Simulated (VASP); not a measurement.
Set up this calculation in VASP 6.6.1, as the native input.

```yaml
Task: single point
Functional: PBE
Potentials_or_basis: VASP PAW PBE potentials, release 64 (Mg, Si, N)
Cutoff: 520 eV
k_mesh: 12 × 12 × 12
Occupations: gaussian, width 0.1 eV
Spin: no spin polarisation
Dipole_correction: no
Further_INCAR_settings: ALGO = Normal; EDIFF = 1e-07; NBANDS = 21
```

The structure of MgSi3N2 lies in POSCAR:

```
MgSi3N2
1.0
    2.3885671757      1.3790399019      4.1295770006
   -2.3885671757      1.3790399019      4.1295770006
    0.0000000000     -2.7580798037      4.1295770006
Mg Si N
1 3 2
Direct
    0.0000000000      0.0000000000      0.0000000000
    0.5000000000      0.5000000000      0.5000000000
    0.2968976210      0.2968976210      0.2968976210
    0.7031023790      0.7031023790      0.7031023790
    0.8376554143      0.8376554143      0.8376554143
    0.1623445857      0.1623445857      0.1623445857
```

The cell was built from a structure type or drawn by symmetry, and may not be a known phase.

One way to write it, as run:

INCAR

```
PREC = Accurate
ENCUT = 520
EDIFF = 1E-7
ISMEAR = 0
SIGMA = 0.1
LREAL = False
LASPH = True
NELM = 100
ALGO = Normal
ISIF = 2
LWAVE = False
LCHARG = True
GGA = PE
LELF = True
LVHAR = True
NBANDS = 21
```

KPOINTS

```
Automatic mesh
0
Gamma
  12 12 12
```

Potentials or basis: VASP PAW PBE potentials, release 64 (Mg, Si, N).

Command:

```sh
$ cat potpaw_PBE.64/Mg/POTCAR potpaw_PBE.64/Si/POTCAR potpaw_PBE.64/N/POTCAR > POTCAR
$ mpirun -np 1 vasp_std > vasp.out
```

Results of the run:

```json
{"Pressure": "-0.1 GPa", "Largest force": "0.050 eV/Å", "Band gap on the k mesh": "zero (bands 12 and 13 overlap by 1.44 eV)"}
```

It took 9.2 min on 1 thread of Intel Xeon 8259CL, on a shared host, peak memory 0.46 GiB.
